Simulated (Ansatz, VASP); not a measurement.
# SiO2: VASP beside Ansatz

```
Si O
1.0
     4.23588    0.00000    0.00000
     0.00000    4.13718    0.00000
     0.00000    0.00000    2.68977
Si O
2 4
Cartesian
  2.1179 2.0686 1.3449
  0.0000 0.0000 0.0000
  2.8566 2.9442 0.0000
  0.7387 3.2616 1.3449
  1.3793 1.1930 0.0000
  3.4972 0.8756 1.3449
```

Change from the starting cell: mode 4 frozen in at -0.112 Å, normal strain along y -0.0233.

Alike in both runs: task single point; functional PBE; k mesh 6 × 6 × 8; occupations gaussian, width 0.05 eV; no spin polarisation.

|  | VASP | Ansatz |
| --- | --- | --- |
| version | VASP 6.6.1 | Ansatz 0.2.0 |
| potentials or method | VASP PAW PBE potentials, release 64 (Si, O), cutoff 520 eV | scalar-relativistic, plane waves, PAW |
| valence electrons in the cell | 32 | 32 |

VASP gave:

| Item | Value |
| --- | --- |
| gap on the k mesh at the Fermi level (eV) | 5.51 |
| least direct gap on the mesh (eV) | 5.51 |
| pressure (GPa) | 6.1 |
| traceless stress, the component that is largest in VASP (GPa) | -2.38 |
| rms of the force components (eV/Å) | 0.171 |

Q: Estimate Ansatz's values.

A: gap on the k mesh at the Fermi level (eV): 5.53; least direct gap on the mesh (eV): 5.53; pressure (GPa): 5.8; traceless stress, the component that is largest in VASP (GPa): -2.87; rms of the force components (eV/Å): 0.164.

Atom by atom the forces differ by 0.009 eV/Å (rms over components).
